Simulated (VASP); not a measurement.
Here is a VASP 6.6.1 calculation.

The input INCAR:

```
SYSTEM = TePb
PREC = Accurate
ENCUT = 520
EDIFF = 1E-7
ISMEAR = 0
SIGMA = 0.05
LREAL = .FALSE.
LASPH = .TRUE.
NELM = 100
ALGO = Normal
ISIF = 2
LWAVE = .FALSE.
LCHARG = .FALSE.
GGA = PE
NBANDS = 17
```

KPOINTS

```
Automatic mesh
0
G
  8 8 8
  0 0 0
```

Contents of POSCAR:

```
TePb
1.0
    0.0000000000      3.1749425097      3.3336896352
    3.1749425097      0.0000000000      3.3336896352
    3.1749425097      3.1749425097      0.0000000000
Te Pb
1 1
Direct
    0.5000000000      0.5000000000      0.5000000000
    0.0000000000      0.0000000000      0.0000000000
```

Potentials or basis: VASP PAW PBE potentials, release 64 (Te, Pb_d).

The run is started by

```console
$ cat potpaw_PBE.64/Te/POTCAR potpaw_PBE.64/Pb_d/POTCAR > POTCAR
$ mpirun -np 1 vasp_std > vasp.out
```

Problem. Estimate the pressure.

Solution. 2.6 GPa.

Problem. Estimate the band gap on the k mesh.

Solution. 0.61 eV.

Stress tensor (GPa, compression positive):
```
 4.46  0.00  0.00
 0.00  4.46  0.00
 0.00  0.00 -1.13
```

Caveat: spin-orbit coupling is left out, which moves the levels of the heavy elements. A k mesh can miss the band edges.
